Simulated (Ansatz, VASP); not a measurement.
## Two plane-wave programs on Pd

```
Pd
1.0
     0.00000    1.92019    1.92019
     1.92019    0.00000    1.92019
     1.92019    1.92019    0.00000
Pd
1
Direct
  0.00000 0.00000 0.00000
```

Alike in both runs: task single point; functional r2SCAN; dispersion D4; k mesh 12 × 12 × 12; occupations fermi-dirac, width 0.05 eV; no spin polarisation.

```csv
,VASP,Ansatz
version,VASP 6.6.1,Ansatz 0.2.0
potentials or method,"VASP PAW PBE potentials, release 64 (Pd)",Ansatz PAW
plane-wave cutoff (eV),520,500
valence electrons in the cell,10,18
```

|  | VASP | Ansatz | Ansatz less VASP |
| --- | --- | --- | --- |
| gap on the k mesh at the Fermi level (eV) | none | none | - |
| pressure (GPa) | 10.3 | 9.3 | -0.97 |

VASP's potentials were made for PBE, not for r2SCAN. A gap of «none» marks a metal or a gap that the smearing closes. VASP's potentials hold 10 valence electrons a cell and Ansatz's 18, so a difference there can come from the potentials and not from the codes.
